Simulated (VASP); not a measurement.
The system is Pt.

```
Pt
1.0
     2.76067    0.00000    0.00000
    -1.38033    2.39081    0.00000
     0.00000    0.00000    4.79213
Pt
2
Direct
  0.66667 0.33333 0.75000
  0.33333 0.66667 0.25000
```

Base run:

| Property | Result |
| --- | --- |
| Program | VASP 6.6.1 |
| Functional | PBEsol |
| Dispersion | D4 |
| Potentials or basis | VASP PAW PBE potentials, release 64 (Pt) |
| Cutoff | 520 eV |
| k mesh | 8 × 8 × 4 |
| Occupations | fermi-dirac, width 0.1 eV |
| Spin | no spin polarisation |

Its results: band gap on the k mesh zero (band 10 reaches 10.69 eV, above the bottom of band 11 at 9.39 eV); pressure -14.5 GPa.

Question: The run is repeated on the same cell with these changes: k mesh from 8 × 8 × 4 to 6 × 6 × 3. What comes out?

Answer: Band gap on the k mesh zero (band 10 reaches 10.72 eV, above the bottom of band 11 at 9.71 eV); pressure -16.1 GPa.

Caveats: some runs use coarse meshes; the PAW data sets were made with another functional, which shifts forces and pressure a little; spin-orbit coupling is left out, which moves the levels of the heavy elements; pairwise dispersion overbinds metals, which lowers pressure and volume.
